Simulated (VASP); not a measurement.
# Pd (P6_3/mmc) in VASP: further runs, part 2 of 2

VASP 6.6.1. Earlier steps stand in the parts before.

## Step 3: Single point, revPBE (volume scaled by 1.12)

The input, INCAR:

```
PREC = Accurate ; ENCUT = 520
EDIFF = 1E-6 ; ISMEAR = -1
SIGMA = 0.1 ; LREAL = False
LASPH = True ; NELM = 60
ALGO = Normal ; ISIF = 2
LWAVE = False ; LCHARG = False
GGA = RE ; NBANDS = 17
```

The input, KPOINTS:

```
regular mesh
0
Gamma
  21 21 11
```

The input, POSCAR:

```
Pd
1.0
    2.9034576823      0.0000000000      0.0000000000
   -1.4517288412      2.5144681117      0.0000000000
    0.0000000000      0.0000000000      4.8345822876
Pd
2
Direct
    0.3333333333      0.6666666667      0.2500000000
    0.6666666667      0.3333333333      0.7500000000
```

Potentials or basis: VASP PAW PBE potentials, release 64 (Pd).

Run with:

```console
$ cat potpaw_PBE.64/Pd/POTCAR > POTCAR
$ mpirun -np 1 vasp_std > vasp.out
```

OUTCAR:

```text
PREC = Accurate
   ENCUT = 520
   EDIFF = 1E-6
   ISMEAR = -1
   LREAL = False
   LASPH = True
   NELM = 60
   ISIF = 2
   GGA = RE

 ion  position               nearest neighbor table
   1  0.333  0.667  0.250-   2 2.94   2 2.94   2 2.94   2 2.94   2 2.94   2 2.94
   2  0.667  0.333  0.750-   1 2.94   1 2.94   1 2.94   1 2.94   1 2.94   1 2.94

  LATTYP: Found a hexagonal cell.
 ALAT       =     2.9034576823
 C/A-ratio  =     1.6651120204

  Lattice vectors:

 A1 = (   2.9034576823,   0.0000000000,   0.0000000000)
 A2 = (  -1.4517288412,   2.5144681117,   0.0000000000)
 A3 = (   0.0000000000,   0.0000000000,   4.8345822876)

Analysis of symmetry for initial positions (statically):
=====================================================================
 Subroutine PRICEL returns:
 Original cell was already a primitive cell.

 Routine SETGRP: Setting up the symmetry group for a
 hexagonal supercell.

 Subroutine GETGRP returns: Found 24 space group operations
 (whereof 12 operations were pure point group operations)
 out of a pool of 24 trial point group operations.

The static configuration has the point symmetry D_3d.
 The point group associated with its full space group is D_6h.

Analysis of symmetry for dynamics (positions and initial velocities):
=====================================================================
 Subroutine PRICEL returns:
 Original cell was already a primitive cell.

 Routine SETGRP: Setting up the symmetry group for a
 hexagonal supercell.

 Subroutine GETGRP returns: Found 24 space group operations
 (whereof 12 operations were pure point group operations)
 out of a pool of 24 trial point group operations.

The dynamic configuration has the point symmetry D_3d.
 The point group associated with its full space group is D_6h.

 Subroutine INISYM returns: Found 24 space group operations
 (whereof 12 operations are pure point group operations),
 and found     1 'primitive' translations

[... 111 lines left out ...]
   IALGO  =     38    algorithm
   IMIX   =      4    mixing-type and parameters
     AMIX     =   0.40;   BMIX     =  1.00
     AMIX_MAG =   1.60;   BMIX_MAG =  1.00
  volume/ion in A,a.u.               =      17.65       119.09
  Fermi-wavevector in a.u.,A,eV,Ry     =   1.354705  2.560021 24.969749  1.835225
  Thomas-Fermi vector in A             =   2.481854
   LORBIT       =      0    0 simple, 1 ext, 2 COOP (PROOUT), +10 PAW based schemes
   GGA     = RE    functional components
   LHFCALC =     F    Hartree Fock is set to
   AEXX    =    0.0000 exact exchange contribution
   IVDW    =     0    specifies the selected vdW correction
   LEPSILON=     F    determine dielectric tensor
   LRPA    =     F    only Hartree local field effects (RPA)
 non-spin polarized calculation
  energy-cutoff  :      520.00
  volume of cell :       35.30
 maximum number of plane-waves:       978
 NGX is ok and might be reduce to    24
   NGX = 11   NGY = 11   NGZ = 17

 number of electron      20.0000000 magnetization

 Free energy of the ion-electron system (eV)
  ---------------------------------------------------
  ext. energy  EPLUGINS =         0.00000000
  ---------------------------------------------------
  free energy    TOTEN  =        -9.34202652 eV

  energy without entropy =       -9.18433866  energy(sigma->0) =       -9.26318259

 E-fermi :   7.1696     XC(G=0): -12.0024

 val. band max:        7.1695960666   @ k =   0.4762   0.0000   0.2727
 cond. band min:       7.1696374473   @ k =   0.3333   0.0952   0.3636
 fundamental gap:      0.0000413807
 Fermi energy:         7.1696007057

 k-point     1 :       0.0000    0.0000    0.0000
  band No.  band energies     occupation
      1       1.3211      2.00000
      2       3.0887      2.00000
      3       4.9358      2.00000
      4       5.0983      2.00000
      5       5.0983      2.00000
      6       5.3572      2.00000
[... 457 lines left out ...]
      4       4.6044      2.00000
      5       5.0875      2.00000
      6       5.2798      2.00000
[... 9 lines left out ...]
     16      24.2402      0.00000
     17      25.6227      0.00000

 [... further k-points ...]

------------------------ aborting loop because EDIFF is reached ----------------------------------------

  FORCE on cell =-STRESS in cart. coord.  units (eV):
  Direction    XX          YY          ZZ          XY          YZ          ZX
  --------------------------------------------------------------------------------------
  -------------------------------------------------------------------------------------
  Total       -2.7362284     -2.7362284     -2.7588748      0.0000000      0.0000000      0.0000000
  in kB     -124.2059318   -124.2059318   -125.2339248      0.0000000      0.0000000      0.0000000
  external PRESSURE =    -124.5485962 kB  Pullay stress =       0.0000000 kB

 VOLUME and BASIS-vectors are now :
 -----------------------------------------------------------------------------
  energy-cutoff  :      520.00
  volume of cell :       35.30
      direct lattice vectors                 reciprocal lattice vectors
     2.903457682  0.000000000  0.000000000     0.344416936  0.198849211  0.000000000
    -1.451728841  2.514468112  0.000000000     0.000000000  0.397698422  0.000000000
     0.000000000  0.000000000  4.834582288     0.000000000  0.000000000  0.206843103

 POSITION                                       TOTAL-FORCE (eV/Angst)
 -----------------------------------------------------------------------------------
     -0.00000      1.67631      1.20865        -0.000000     -0.000000      0.000000
      1.45173      0.83816      3.62594         0.000000      0.000000      0.000000
 -----------------------------------------------------------------------------------
    total drift:                               -0.000000      0.000000     -0.000000

  FREE ENERGIE OF THE ION-ELECTRON SYSTEM (eV)
  ---------------------------------------------------
  free  energy   TOTEN  =        -9.3420265157 eV

  energy  without entropy=       -9.1843386599  energy(sigma->0) =       -9.26318259
```

OSZICAR:

```text
N       E                     dE             d eps       ncg     rms          rms(c)
DAV:   1     0.105603572699E+03    0.10560E+03   -0.10341E+04  9800   0.113E+03
DAV:   2    -0.794153264679E+01   -0.11355E+03   -0.10655E+03 10172   0.243E+02
DAV:   3    -0.968126955352E+01   -0.17397E+01   -0.17183E+01 11931   0.332E+01
DAV:   4    -0.969228760097E+01   -0.11018E-01   -0.11016E-01 11433   0.253E+00
DAV:   5    -0.969247143349E+01   -0.18383E-03   -0.18383E-03 11843   0.360E-01    0.640E+00
DAV:   6    -0.934909980205E+01    0.34337E+00   -0.93499E-01 10334   0.964E+00    0.337E+00
DAV:   7    -0.934412499459E+01    0.49748E-02   -0.68213E-03 10989   0.736E-01    0.189E+00
DAV:   8    -0.934199642147E+01    0.21286E-02   -0.12584E-03 10811   0.293E-01    0.301E-02
DAV:   9    -0.934202035310E+01   -0.23932E-04   -0.25123E-05 12260   0.369E-02    0.153E-02
DAV:  10    -0.934202654575E+01   -0.61927E-05   -0.34051E-06 11141   0.174E-02    0.398E-03
DAV:  11    -0.934202651573E+01    0.30026E-07   -0.24874E-07  5908   0.489E-03
   1 F= -.93420265E+01 E0= -.92631826E+01  d E =-.157688E+00
```

It took 75 s on 1 thread of AMD EPYC 9R45 (Zen 5), shared host; peak memory 0.24 GiB.

Results:

| Quantity | Value |
| --- | --- |
| Free energy | -9.3420 eV |
| Pressure | -12.5 GPa |
| Band gap on the k mesh | zero (band 10 reaches 7.27 eV, above the bottom of band 11 at 6.65 eV) |

Stress tensor (GPa, compression positive):
```
-12.42   0.00   0.00
  0.00 -12.42   0.00
  0.00   0.00 -12.52
```

Levels at points of the mesh, in eV from the Fermi level:
```csv
k point,band 7,band 8,band 9,band 10,band 11,band 12,band 13,band 14
"(0.00, 0.00, 0.00)",-1.81,-1.29,-1.29,-0.22,-0.22,1.25,5.77,16.76
```

Caveat: the PAW data sets were made with another functional, which shifts forces and pressure a little.
